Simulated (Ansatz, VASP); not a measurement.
**CsLiCr2Te2S3 in VASP and in Ansatz**

File INCAR:

```
SYSTEM = CsLiCr2Te2S3
ALGO = Normal
EDIFF = 1E-6
ENCUT = 520
GGA = PE
ISIF = 2
ISMEAR = -1
ISPIN = 2
LASPH = .TRUE.
LCHARG = .TRUE.
LELF = .TRUE.
LMAXMIX = 4
LORBIT = 11
LREAL = .FALSE.
LVHAR = .TRUE.
LWAVE = .FALSE.
MAGMOM = 0 0 3 3 0 0 0 0 0
NBANDS = 47
NELM = 150
PREC = Accurate
SIGMA = 0.05
```

The input KPOINTS:

```
k-points
0
G
  4 4 4
  0 0 0
```

Contents of POSCAR:

```
CsLiCr2Te2S3
1.0
    3.3843906453      1.9539758168      7.0147526880
   -3.3843906453      1.9539758168      7.0147526880
    0.0000000000     -3.9079618297      7.0147526880
Cs Li Cr Te S
1 1 2 2 3
Direct
    0.0000000000      0.0000000000      0.0000000000
    0.5000000000      0.5000000000      0.5000000000
    0.7984800000      0.7984800000      0.7984800000
    0.2015200000      0.2015200000      0.2015200000
    0.6799000000      0.6799000000      0.6799000000
    0.3201000000      0.3201000000      0.3201000000
    0.1362600000      0.8637400000      0.5000000000
    0.5000000000      0.1362600000      0.8637400000
    0.8637400000      0.5000000000      0.1362600000
```

Contents of input.yaml:

```yaml
crystal:
  lattice:
    - [3.3843906453, 1.9539758168, 7.014752688]
    - [-3.3843906453, 1.9539758168, 7.014752688]
    - [0.0, -3.9079618297, 7.014752688]
  atoms:
    - { symbol: Cs, position: [0.0, 0.0, 0.0] }
    - { symbol: Li, position: [0.5, 0.5, 0.5] }
    - { symbol: Cr, position: [0.79848, 0.79848, 0.79848], spin: 3.0 }
    - { symbol: Cr, position: [0.20152, 0.20152, 0.20152], spin: 3.0 }
    - { symbol: Te, position: [0.6799, 0.6799, 0.6799] }
    - { symbol: Te, position: [0.3201, 0.3201, 0.3201] }
    - { symbol: S, position: [0.13626, 0.86374, 0.5] }
    - { symbol: S, position: [0.5, 0.13626, 0.86374] }
    - { symbol: S, position: [0.86374, 0.5, 0.13626] }
kpoints:
  mp_grid: { grid: [4, 4, 4] }
scf:
  occupations: { method: fermi_dirac, width: 0.05 }
hamiltonian:
  xc: pbe
  pseudopotentials: { kind: all_electron, lapw: { basis_error: 0.003 } }
magnetization:
  spin_polarized: true
output:
  forces: true
  stress: true
  eigenvalues: true
```

Change from the starting cell: volume scaled by 1.06.

Alike in both runs: task single point; functional PBE; k mesh 4 × 4 × 4; occupations fermi-dirac, width 0.05 eV; collinear spin.

```csv
,VASP,Ansatz
version,VASP 6.6.1,Ansatz 0.2.0
potentials or method,"VASP PAW PBE potentials, release 64 (Cs_sv, Li_sv, Cr_pv, Te, S), cutoff 520 eV","all-electron LAPW, scalar-relativistic"
```

|  | VASP | Ansatz | Ansatz less VASP |
| --- | --- | --- | --- |
| gap on the k mesh at the Fermi level (eV) | none | none | - |
| rms of the force components (eV/Å) | 0.129 | 0.131 | +0.0022 |
| net moment per atom (μB) | 0.44 | 0.44 | 0.000 |
| size of the moment on the site where the two differ most (μB) | 2.46 | 2.40 | -0.059 |

Site moments also hang on the region over which each program counts them. Atom by atom the forces differ by 0.003 eV/Å (rms over components). A gap of «none» marks a metal or a gap that the smearing closes. Ansatz ran all-electron here, and VASP with PAW potentials.

Spin-orbit coupling is off throughout. Noted on VASP's run: the cutoff is short for stress, so the pressure is rough. Noted on Ansatz's run: the k mesh is thin for a metal, which can move the energy by tens of meV per atom.
